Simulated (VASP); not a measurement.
SnSe, 2 atoms in the cell. It takes space group Fm-3m (No. 225, cubic). The conventional cell has a = 5.970 Å, b = 5.970 Å, c = 5.970 Å, α = 90.00°, β = 90.00°, γ = 90.00°. Within 3.9 Å of Sn (site symmetry m-3m) lie 6 Se at 2.98 Å. Se (site symmetry m-3m) has 6 Sn at 2.98 Å within 3.9 Å. 

- Program: VASP 6.6.1
- Task: single point
- Functional: PBEsol
- Potentials or basis: VASP PAW PBE potentials, release 64 (Sn_d, Se)
- Cutoff: 500 eV
- k mesh: 6 × 6 × 6, shifted
- Occupations: gaussian, width 0.01 eV
- Spin: no spin polarisation
- Dipole correction: no
- Further INCAR settings: ALGO = Normal; EDIFF = 1e-06; NBANDS = 17; ISYM = 0

Potentials or basis: VASP PAW PBE potentials, release 64 (Sn_d, Se).

Command:

```sh
$ cat potpaw_PBE.64/Sn_d/POTCAR potpaw_PBE.64/Se/POTCAR > POTCAR
$ mpirun -np 1 vasp_std > vasp.out
```

Hardware: 1 thread of AMD EPYC 7R43 64-Core Processor (Zen 3), with other jobs on the host.

**Question.** Estimate the wall time of this run.

**Answer.** Wall time 4.7 min on 1 thread of AMD EPYC 7R43 64-Core Processor (Zen 3) (shared host), peak memory 0.43 GiB. Counts: scf iterations 12, k points 432.
